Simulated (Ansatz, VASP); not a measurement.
## CuO: VASP beside Ansatz

```xyz
4
Lattice="1.9910 -2.1536 0.0000 1.9910 2.1536 0.0000 0.0000 0.0000 5.1559" Properties=species:S:1:pos:R:3 pbc="T T T"
Cu    0.9955    1.0768    0.0000
Cu    0.9955   -1.0768    2.5780
O     1.9910    0.0000    1.2890
O     1.9910    0.0000    3.8669
```

Alike in both runs: task single point; functional r2SCAN; k mesh 12 × 12 × 8; occupations gaussian, width 0.02 eV; collinear spin; Hubbard terms Cu d U = 4.0 eV.

|  | VASP | Ansatz |
| --- | --- | --- |
| version | VASP 6.6.1 | Ansatz 0.2.0 |
| potentials or method | VASP PAW PBE potentials, release 64 (Cu, O), cutoff 520 eV | scalar-relativistic, plane waves, PAW |
| valence electrons in the cell | 34 | 50 |

```tsv
	VASP	Ansatz	Ansatz less VASP
gap on the k mesh at the Fermi level (eV)	0.72	0.34	-0.383
least direct gap on the mesh (eV)	0.72	0.34	-0.383
pressure (GPa)	-4.9	-2.6	+2.30
traceless stress, the component that is largest in VASP (GPa)	1.86	2.09	+0.236
net moment per atom (μB)	0.50	0.50	0.000
size of the moment on the site where the two differ most (μB)	0.28	0.32	+0.034
```

VASP's potentials were made for PBE, not for r2SCAN. Site moments also hang on the region over which each program counts them. The programs project onto different local orbitals, so the same U acts differently, and such runs can settle in different states. VASP's potentials hold 34 valence electrons a cell and Ansatz's 50, so a difference there can come from the potentials and not from the codes. Ansatz's warnings: stability check not made.
